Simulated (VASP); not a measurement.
Set up this calculation in VASP 6.6.1, as the native input.

| Property | Result |
| --- | --- |
| Task | single point |
| Functional | LDA |
| Potentials or basis | VASP PAW LDA potentials, release 64 (In_d) |
| Cutoff | 520 eV |
| k mesh | 16 × 16 × 16 |
| Occupations | fermi-dirac, width 0.1 eV |
| Spin | no spin polarisation |
| Dipole correction | no |
| Further INCAR settings | ALGO = Normal; EDIFF = 1e-07; NBANDS = 20 |

The structure of In lies in POSCAR:

```
In
1.0
   -2.4424381289      2.4424381289      1.2904527684
    2.4424381289     -2.4424381289      1.2904527684
    2.4424381289      2.4424381289     -1.2904527684
In
2
Direct
   -0.3750000000     -0.1250000000     -0.2500000000
    0.3750000000      0.1250000000      0.2500000000
```

These files were run (other wordings do the same):

INCAR

```
PREC = Accurate
ENCUT = 520
EDIFF = 1E-7
ISMEAR = -1
SIGMA = 0.1
LREAL = F
LASPH = T
NELM = 60
ALGO = Normal
ISIF = 2
LWAVE = F
LCHARG = T
LELF = T
LVHAR = T
NBANDS = 20
```

KPOINTS

```
Automatic mesh
0
Gamma
  16 16 16
```

Potentials or basis: VASP PAW LDA potentials, release 64 (In_d).

Launch:

```bash
$ cat potpaw_LDA.64/In_d/POTCAR > POTCAR
$ mpirun -np 1 vasp_std > vasp.out
```

It gave:

The pressure is 90.9 GPa and the band gap on the k mesh is zero (band 13 reaches 19.01 eV, above the bottom of band 14 at 9.43 eV).

Caveat: spin-orbit coupling is left out, which moves the levels of the heavy elements.

Wall time 87 s on 1 thread of Intel(R) Xeon(R) 6975P-C (Granite Rapids), on a shared host, peak memory 0.27 GiB.
